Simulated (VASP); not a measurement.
Wanted: the native input for a VASP 6.6.1 run.

```
Task                   : single point
Functional             : r2SCAN
Potentials or basis    : VASP PAW PBE potentials, release 64 (Sn_d, O_h)
Cutoff                 : 910 eV
k mesh                 : 8 × 8 × 8
Occupations            : gaussian, width 0.01 eV
Spin                   : no spin polarisation
Dipole correction      : no
Second run             : hard_potentials
Further INCAR settings : ALGO = Normal; EDIFF = 1e-06; NBANDS = 20
```

Crystal: SnO2.

```
CELL_PARAMETERS angstrom
0.00000 2.50787 2.50787
2.50787 0.00000 2.50787
2.50787 2.50787 0.00000
ATOMIC_POSITIONS crystal
Sn 0.00000 0.00000 0.00000
O 0.25000 0.25000 0.25000
O 0.75000 0.75000 0.75000
```

This cell differs from its parent crystal: volume changed by -3%.

The input as run:

POSCAR

```
SnO2
1.0
    0.0000000000      2.5078746451      2.5078746451
    2.5078746451      0.0000000000      2.5078746451
    2.5078746451      2.5078746451      0.0000000000
Sn O
1 2
Direct
    0.0000000000      0.0000000000      0.0000000000
    0.2500000000      0.2500000000      0.2500000000
    0.7500000000      0.7500000000      0.7500000000
```

INCAR.step1

```
ALGO = Normal
EDIFF = 1E-5
ENCUT = 910
GGA = PE
GGA_COMPAT = False
ISMEAR = 0
LASPH = True
LCHARG = False
LREAL = False
LWAVE = True
NBANDS = 20
NELM = 120
PREC = Accurate
SIGMA = 0.01
```

INCAR.step2

```
ALGO = Normal
EDIFF = 1E-6
ENCUT = 910
GGA_COMPAT = False
ISIF = 2
ISMEAR = 0
ISTART = 1
LASPH = True
LCHARG = True
LELF = True
LMIXTAU = True
LREAL = False
LVHAR = True
LWAVE = False
METAGGA = R2SCAN
NBANDS = 20
NELM = 120
PREC = Accurate
SIGMA = 0.01
```

KPOINTS

```
k-points
0
Gamma
  8 8 8
```

Potentials or basis: VASP PAW PBE potentials, release 64 (Sn_d, O_h).

Command:

```sh
$ cat potpaw_PBE.64/Sn_d/POTCAR potpaw_PBE.64/O_h/POTCAR > POTCAR
$ cp INCAR.step1 INCAR
$ mpirun -np 1 vasp_std > vasp.out
$ cp INCAR.step2 INCAR
$ mpirun -np 1 vasp_std > vasp.out
```

Results of the run:

```yaml
Pressure: 8.6 GPa
Band_gap_on_the_k_mesh: 1.19 eV, indirect (least direct gap 2.69 eV)
```

Caveat: the cutoff is under 1.25 times the usual one of these potentials, so pressure, stress and relaxed cells hold a basis-set (Pulay) error; the PAW data sets were made with another functional, which shifts forces and pressure a little; spin-orbit coupling is left out, which moves the levels of the heavy elements.

Wall time 81 s on 1 thread of Intel(R) Xeon(R) Platinum 8559C (Emerald Rapids), with other jobs on the host, peak memory 0.24 GiB.
